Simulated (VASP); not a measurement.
# TiSi2 (Fdd2) in VASP: single point with PBEsol

Aim: the single point of TiSi2 with PBEsol.

Program: VASP 6.6.1. These are calculated values, not measurements. Logs are shortened: lines on timing, memory, paths and dates and some standing lists are left out, and cuts for length are marked.

### 1 The cell of the first run

It takes space group Fdd2 (No. 43, orthorhombic). The conventional cell has a = 4.762 Å, b = 8.182 Å, c = 8.496 Å, α = 90.00°, β = 90.00°, γ = 90.00°. Within 2.8 Å of Ti (site symmetry 2) lie 8 Si at 2.13 to 2.80 Å. Within 2.8 Å of Si (site symmetry 1) lie 4 Ti at 2.13 to 2.80 Å and 5 Si at 2.52 to 2.77 Å.

### 2 Single point, PBEsol (all Ti atoms moved -0.500 Å, as atom 1 along Cartesian [0 0 1])

INCAR

```
SYSTEM = TiSi2
PREC = Accurate ; ENCUT = 520
EDIFF = 1E-7 ; ISMEAR = 0
SIGMA = 0.15 ; LREAL = .False.
LASPH = .True. ; NELM = 100
ALGO = Normal ; ISIF = 2
LWAVE = .False. ; LCHARG = .False.
GGA = PS ; NBANDS = 29
```

KPOINTS

```
Automatic mesh
0
Gamma
  14 14 14
  0 0 0
```

POSCAR

```
TiSi2
1.0
    0.0000000000      4.0910612951      4.2480470649
    2.3808780410      0.0000000000      4.2480470649
    2.3808780410      4.0910612951      0.0000000000
Ti Si
2 4
Direct
    0.6911494279      0.6911494279      0.8088505721
    0.4411494279      0.4411494279      0.5588505721
    0.0861670623      0.4138329377      0.0861670623
    0.4138329377      0.0861670623      0.4138329377
    0.1638329377      0.8361670623      0.1638329377
    0.8361670623      0.1638329377      0.8361670623
```

Potentials or basis: VASP PAW PBE potentials, release 64 (Ti_sv, Si).

The run is started by

```sh
cat potpaw_PBE.64/Ti_sv/POTCAR potpaw_PBE.64/Si/POTCAR > POTCAR
mpirun -np 1 vasp_std > vasp.out
```

OUTCAR:

```text
SYSTEM = TiSi2
   PREC = Accurate
   ENCUT = 520
   EDIFF = 1E-7
   ISMEAR = 0
   LREAL = .False.
   LASPH = .True.
   NELM = 100
   ISIF = 2
   GGA = PS

 ion  position               nearest neighbor table
   1  0.691  0.691  0.809-   6 2.13   5 2.13   3 2.78   4 2.78   3 2.78   4 2.78   3 2.80   4 2.80
                             5 2.97   6 2.97
   2  0.441  0.441  0.559-   3 2.13   4 2.13   5 2.78   5 2.78   6 2.78   6 2.78   5 2.80   6 2.80
                             4 2.97   3 2.97
   3  0.086  0.414  0.086-   2 2.13   5 2.52   5 2.52   4 2.68   4 2.77   4 2.77   1 2.78   1 2.78
                             1 2.80   2 2.97
   4  0.414  0.086  0.414-   2 2.13   6 2.52   6 2.52   3 2.68   3 2.77   3 2.77   1 2.78   1 2.78
                             1 2.80   2 2.97
   5  0.164  0.836  0.164-   1 2.13   3 2.52   3 2.52   6 2.68   6 2.77   6 2.77   2 2.78   2 2.78
                             2 2.80   1 2.97
   6  0.836  0.164  0.836-   1 2.13   4 2.52   4 2.52   5 2.68   5 2.77   5 2.77   2 2.78   2 2.78
                             2 2.80   1 2.97

  LATTYP: Found a face centered orthorhombic cell.
 ALAT       =     4.7617560820
 B/A-ratio  =     1.7182993940
 C/A-ratio  =     1.7842354760

  Lattice vectors:

 A1 = (   0.0000000000,   4.0910612951,   4.2480470649)
 A2 = (   2.3808780410,   0.0000000000,   4.2480470649)
 A3 = (   2.3808780410,   4.0910612951,   0.0000000000)

Analysis of symmetry for initial positions (statically):
=====================================================================
 Subroutine PRICEL returns:
 Original cell was already a primitive cell.

 Routine SETGRP: Setting up the symmetry group for a
 face centered orthorhombic supercell.

 Subroutine GETGRP returns: Found  4 space group operations
 (whereof  2 operations were pure point group operations)
 out of a pool of  8 trial point group operations.

The static configuration has the point symmetry C_2 .
 The point group associated with its full space group is C_2v.

Analysis of symmetry for dynamics (positions and initial velocities):
=====================================================================
 Subroutine PRICEL returns:
 Original cell was already a primitive cell.

 Routine SETGRP: Setting up the symmetry group for a
 face centered orthorhombic supercell.

 Subroutine GETGRP returns: Found  4 space group operations
 (whereof  2 operations were pure point group operations)
 out of a pool of  8 trial point group operations.

The dynamic configuration has the point symmetry C_2 .
 The point group associated with its full space group is C_2v.

 Subroutine INISYM returns: Found  4 space group operations
 (whereof  2 operations are pure point group operations),
 and found     1 'primitive' translations

----------------------------------------------------------------------------------------

                                     Primitive cell

  volume of cell :      82.7547

  direct lattice vectors                    reciprocal lattice vectors
     0.000000000  4.091061295  4.248047065    -0.210006557  0.122217675  0.117701144
     2.380878041  0.000000000  4.248047065     0.210006557 -0.122217675  0.117701144
     2.380878041  4.091061295  0.000000000     0.210006557  0.122217675 -0.117701144

  length of vectors
     5.897684833  4.869751956  4.733430338     0.269987913  0.269987913  0.269987913

  position of ions in fractional coordinates (direct lattice)
     0.691149428  0.691149428  0.808850572
     0.441149428  0.441149428  0.558850572
     0.086167062  0.413832938  0.086167062
     0.413832938  0.086167062  0.413832938
     0.163832938  0.836167062  0.163832938
     0.836167062  0.163832938  0.836167062

  ion indices of the primitive-cell ions
   primitive index   ion index
                 1           1
                 2           2
                 3           3
                 4           4
                 5           5
                 6           6

----------------------------------------------------------------------------------------

 KPOINTS: Automatic mesh

Automatic generation of k-mesh.
 Grid dimensions read from file:
 generate k-points for:   14   14   14

 Generating k-lattice:

  Cartesian coordinates                     Fractional coordinates (reciprocal lattice)
    -0.015000468  0.008729834  0.008407225     0.071428571  0.000000000  0.000000000
     0.015000468 -0.008729834  0.008407225     0.000000000  0.071428571  0.000000000
     0.015000468  0.008729834 -0.008407225     0.000000000  0.000000000  0.071428571

  Length of vectors
     0.019284851  0.019284851  0.019284851

  Shift w.r.t. Gamma in fractional coordinates (k-lattice)
     0.000000000  0.000000000  0.000000000

 Subroutine IBZKPT returns following result:
 ===========================================

 Found    428 irreducible k-points:

 Following reciprocal coordinates:
            Coordinates               Weight
  0.000000  0.000000  0.000000      1.000000
  0.071429 -0.000000 -0.000000      8.000000
  0.142857 -0.000000  0.000000      8.000000
  0.214286 -0.000000 -0.000000      8.000000
  0.285714 -0.000000  0.000000      8.000000
  0.357143 -0.000000 -0.000000      8.000000
[... 16 lines left out ...]
  0.214286  0.142857 -0.000000      8.000000
  0.285714  0.142857  0.000000      8.000000
 [... further k-points ...]
   k-points           NKPTS =    428   k-points in BZ     NKDIM =    428   number of bands    NBANDS=     29
   number of dos      NEDOS =    301   number of ions     NIONS =      6
   total plane-waves  NPLWV =  62208
   dimension x,y,z NGX =    48 NGY =   36 NGZ =   36
   dimension x,y,z NGXF=    96 NGYF=   72 NGZF=   72
   ions per type =               2   4
   NGX,Y,Z   is equivalent  to a cutoff of  13.53, 12.29, 12.64 a.u.
   NGXF,Y,Z  is equivalent  to a cutoff of  27.06, 24.58, 25.29 a.u.
 SYSTEM =  TiSi2
   PREC   = accura    normal or accurate (medium, high low for compatibility)
   ISTART =      0    job   : 0-new  1-cont  2-samecut
   ICHARG =      2    charge: 1-file 2-atom 10-const
   ISPIN  =      1    spin polarized calculation?
   LNONCOLLINEAR =      F non collinear calculations
   LSORBIT =      F    spin-orbit coupling
   LASPH  =      T    aspherical Exc in radial PAW
   ENCUT  =  520.0 eV  38.22 Ry    6.18 a.u.  10.97  9.05  8.80*2*pi/ulx,y,z
   NELM   =    100;   NELMIN=  2; NELMDL= -5     # of ELM steps
   EDIFF  = 0.1E-06   stopping-criterion for ELM
   LREAL  =      F    real-space projection
   EDIFFG = 0.1E-05   stopping-criterion for IOM
   NSW    =      0    number of steps for IOM
   IBRION =     -1    ionic relax: 0-MD 1-quasi-New 2-CG
   NFREE  =      0    steps in history (QN), initial steepest desc. (CG)
   ISIF   =      2    stress and relaxation
   ISYM   =      2    0-nonsym 1-usesym 2-fastsym
   POTIM  = 0.5000    time-step for ionic-motion
   TEBEG  =    0.0;   TEEND  =   0.0 temperature during run
   PSTRESS=    0.0 pullay stress
   NELECT =      40.0000    total number of electrons
   NUPDOWN=      -1.0000    fix difference up-down
   EMIN   =  10.00;   EMAX   =-10.00  energy-range for DOS
   EFERMI =   0.00;   METHOD = LEGACY
   ISMEAR =     0;   SIGMA  =   0.15  broadening in eV -4-tet -1-fermi 0-gaus
   EFERMI_NEDOS =   21; number of points for ismear=-14 and -15
   IALGO  =     38    algorithm
   IMIX   =      4    mixing-type and parameters
     AMIX     =   0.40;   BMIX     =  1.00
     AMIX_MAG =   1.60;   BMIX_MAG =  1.00
  volume/ion in A,a.u.               =      13.79        93.08
  Fermi-wavevector in a.u.,A,eV,Ry     =   1.284786  2.427893 22.458786  1.650674
  Thomas-Fermi vector in A             =   2.416959
   LORBIT       =      0    0 simple, 1 ext, 2 COOP (PROOUT), +10 PAW based schemes
   GGA     = PS    functional components
   LHFCALC =     F    Hartree Fock is set to
   AEXX    =    0.0000 exact exchange contribution
   IVDW    =     0    specifies the selected vdW correction
   LEPSILON=     F    determine dielectric tensor
   LRPA    =     F    only Hartree local field effects (RPA)
 non-spin polarized calculation
 Gauss-broadening in eV      SIGMA  =   0.15
  energy-cutoff  :      520.00
  volume of cell :       82.75
 maximum number of plane-waves:      2264
 NGX is ok and might be reduce to    48
   NGX = 21   NGY = 19   NGZ = 17

 number of electron      40.0000000 magnetization

 Free energy of the ion-electron system (eV)
  ---------------------------------------------------
  ext. energy  EPLUGINS =         0.00000000
  ---------------------------------------------------
  free energy    TOTEN  =       -39.67398378 eV

  energy without entropy =      -39.64798476  energy(sigma->0) =      -39.66098427

 E-fermi :  10.1418     XC(G=0): -11.8227

 val. band max:       10.1392758469   @ k =  -0.1429   0.3571   0.2857
 cond. band min:      10.1454713976   @ k =  -0.2143   0.2857   0.1429
 fundamental gap:      0.0061955507
 Fermi energy:        10.1418483257

 k-point     1 :       0.0000    0.0000    0.0000
  band No.  band energies     occupation
      1     -45.6011      2.00000
      2     -45.5686      2.00000
      3     -22.2086      2.00000
      4     -22.1288      2.00000
      5     -22.0712      2.00000
      6     -22.0655      2.00000
[... 21 lines left out ...]
     28      14.1448      0.00000
     29      14.3196      0.00000

 k-point     2 :       0.0714   -0.0000   -0.0000
  band No.  band energies     occupation
      1     -45.6008      2.00000
      2     -45.5689      2.00000
      3     -22.2080      2.00000
      4     -22.1294      2.00000
      5     -22.0749      2.00000
      6     -22.0627      2.00000
[... 21 lines left out ...]
     28      14.0525      0.00000
     29      14.3475      0.00000

 k-point     3 :       0.1429   -0.0000    0.0000
  band No.  band energies     occupation
      1     -45.5999      2.00000
      2     -45.5698      2.00000
      3     -22.2063      2.00000
      4     -22.1310      2.00000
      5     -22.0810      2.00000
      6     -22.0589      2.00000
[... 21 lines left out ...]
     28      14.0924      0.00000
     29      14.3182      0.00000

 k-point     4 :       0.2143   -0.0000   -0.0000
  band No.  band energies     occupation
      1     -45.5984      2.00000
      2     -45.5712      2.00000
      3     -22.2040      2.00000
      4     -22.1333      2.00000
      5     -22.0877      2.00000
      6     -22.0560      2.00000
[... 21 lines left out ...]
     28      14.2429      0.00000
     29      14.4199      0.00000

 k-point     5 :       0.2857   -0.0000    0.0000
  band No.  band energies     occupation
      1     -45.5966      2.00000
      2     -45.5729      2.00000
      3     -22.2013      2.00000
      4     -22.1361      2.00000
      5     -22.0944      2.00000
      6     -22.0539      2.00000
[... 21 lines left out ...]
     28      14.3804      0.00000
     29      14.6849      0.00000
[... 510 lines left out ...]
     28      14.0850      0.00000
     29      14.3046      0.00000

 k-point    22 :       0.1429    0.1429    0.0000
  band No.  band energies     occupation
      1     -45.5995      2.00000
      2     -45.5702      2.00000
      3     -22.2024      2.00000
      4     -22.1276      2.00000
      5     -22.0761      2.00000
      6     -22.0736      2.00000
[... 21 lines left out ...]
     28      14.3519      0.00000
     29      14.4475      0.00000

 k-point    23 :       0.2143    0.1429   -0.0000
  band No.  band energies     occupation
      1     -45.5984      2.00000
      2     -45.5713      2.00000
      3     -22.1990      2.00000
      4     -22.1276      2.00000
      5     -22.0843      2.00000
      6     -22.0718      2.00000
[... 21 lines left out ...]
     28      14.1916      0.00000
     29      14.4359      0.00000

 k-point    24 :       0.2857    0.1429    0.0000
  band No.  band energies     occupation
      1     -45.5969      2.00000
      2     -45.5727      2.00000
      3     -22.1955      2.00000
      4     -22.1290      2.00000
      5     -22.0936      2.00000
      6     -22.0685      2.00000
[... 21 lines left out ...]
     28      14.2489      0.00000
     29      14.4889      0.00000

 [... further k-points ...]
[... 5 lines left out ...]
  --------------------------------------------------------------------------------------
  -------------------------------------------------------------------------------------
  Total        8.3793454      2.3440636     17.5915134      0.0000000      0.0000000      0.0000000
  in kB      162.2289007     45.3824074    340.5817199      0.0000000      0.0000000      0.0000000
  external PRESSURE =     182.7310094 kB  Pullay stress =       0.0000000 kB

 VOLUME and BASIS-vectors are now :
 -----------------------------------------------------------------------------
  energy-cutoff  :      520.00
  volume of cell :       82.75
      direct lattice vectors                 reciprocal lattice vectors
     0.000000000  4.091061295  4.248047065    -0.210006557  0.122217675  0.117701144
     2.380878041  0.000000000  4.248047065     0.210006557 -0.122217675  0.117701144
     2.380878041  4.091061295  0.000000000     0.210006557  0.122217675 -0.117701144

 POSITION                                       TOTAL-FORCE (eV/Angst)
 -----------------------------------------------------------------------------------
      3.57132      6.13659      5.87207        -0.000000     -0.000000      9.013392
      2.38088      4.09106      3.74805        -0.000000     -0.000000      9.013392
      1.19044      0.70503      2.12402         2.642113      1.167189     -4.506696
      1.19044      3.38603      2.12402        -2.642113     -1.167189     -4.506696
      2.38088      1.34050      4.24805         2.642113     -1.167189     -4.506696
      2.38088      6.84162      4.24805        -2.642113      1.167189     -4.506696
 -----------------------------------------------------------------------------------
    total drift:                                0.000002      0.000017      0.000545

  FREE ENERGIE OF THE ION-ELECTRON SYSTEM (eV)
  ---------------------------------------------------
  free  energy   TOTEN  =       -39.6739837802 eV

  energy  without entropy=      -39.6479847619  energy(sigma->0) =      -39.66098427
```

Wall time 13 min (1 thread of AMD EPYC 9R45 (Zen 5), shared host); peak memory 0.83 GiB.

What came out:

```
Free energy            : -39.6740 eV
Pressure               : 18.3 GPa
Largest force          : 9.013 eV/Å
Band gap on the k mesh : zero (bands 20 and 21 overlap by 1.92 eV)
```

Forces on the atoms (eV/Å):
```
Ti   0.000  0.000  9.013
Ti   0.000  0.000  9.013
Si   2.642  1.167 -4.507
Si  -2.642 -1.167 -4.507
Si   2.642 -1.167 -4.507
Si  -2.642  1.167 -4.507
```

Stress tensor (GPa, compression positive):
```
16.22  0.00  0.00
 0.00  4.54  0.00
 0.00  0.00 34.06
```

Caveat: the cell differs from its parent crystal (all Ti atoms moved -0.500 Å, as atom 1 along Cartesian [0 0 1]); the cell stands under pressure; the PAW data sets were made with another functional, which shifts forces and pressure a little.
